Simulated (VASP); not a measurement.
A run of VASP 6.6.1 is set up as follows.

Contents of INCAR:

```
SYSTEM = Sn4As
  ALGO = Fast
  EDIFF = 1E-6
  ENCUT = 520
  GGA = PE
  ISIF = 2
  ISMEAR = 0
  LASPH = .True.
  LCHARG = .True.
  LELF = .True.
  LREAL = .False.
  LVHAR = .True.
  LWAVE = .False.
  NBANDS = 38
  NELM = 80
  PREC = Accurate
  SIGMA = 0.1
```

KPOINTS

```
k-points
0
Gamma
  8 8 8
  0 0 0
```

Contents of POSCAR:

```
Sn4As
1.0
    5.4401767428      0.0000000000      0.0000000000
    0.0000000000      5.4401767428      0.0000000000
    0.0000000000      0.0000000000      5.4401767428
Sn As
4 1
Direct
    0.5000000000      0.0000000000      0.0000000000
    0.0000000000      0.5000000000      0.0000000000
    0.0000000000      0.0000000000      0.5000000000
    0.5000000000      0.5000000000      0.5000000000
    0.0000000000      0.0000000000      0.0000000000
```

Potentials or basis: VASP PAW PBE potentials, release 64 (Sn_d, As).

The run is started by

```bash
$ cat potpaw_PBE.64/Sn_d/POTCAR potpaw_PBE.64/As/POTCAR > POTCAR
$ mpirun -np 1 vasp_std > vasp.out
```

Q: What does it give for the pressure?

A: 0.0 GPa.

Q: Predict the band gap on the k mesh.

A: Zero (an odd number of electrons rules out a gap without spin polarisation).

Caveat: spin-orbit coupling is left out, which moves the levels of the heavy elements.
